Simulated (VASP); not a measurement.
CdTe:

```
Cd Te
1.0
     0.00000    3.26388    3.26388
     3.26388    0.00000    3.26388
     3.26388    3.26388    0.00000
Cd Te
1 1
Direct
  0.00000 0.00000 0.00000
  0.25000 0.25000 0.25000
```

This cell differs from its parent crystal: strain -0.5%.

Base run:

| Quantity | Value |
| --- | --- |
| Program | VASP 6.6.1 |
| Functional | r2SCAN |
| Potentials or basis | VASP PAW PBE potentials, release 64 (Cd, Te) |
| Cutoff | 520 eV |
| k mesh | 6 × 6 × 6 |
| Occupations | gaussian, width 0.01 eV |
| Spin | no spin polarisation |

Its results: band gap on the k mesh 1.20 eV, direct; pressure 0.7 GPa.

Problem. The run is repeated on the same cell with these changes: functional from r2SCAN to PBE; occupations from gaussian, width 0.01 eV to fermi-dirac, width 0.02 eV. What comes out?

Solution. Band gap on the k mesh 0.70 eV, direct; pressure 1.7 GPa.

Caveats: spin-orbit coupling is left out, which moves the levels of the heavy elements; the PAW data sets were made with another functional, which shifts forces and pressure a little (some runs).

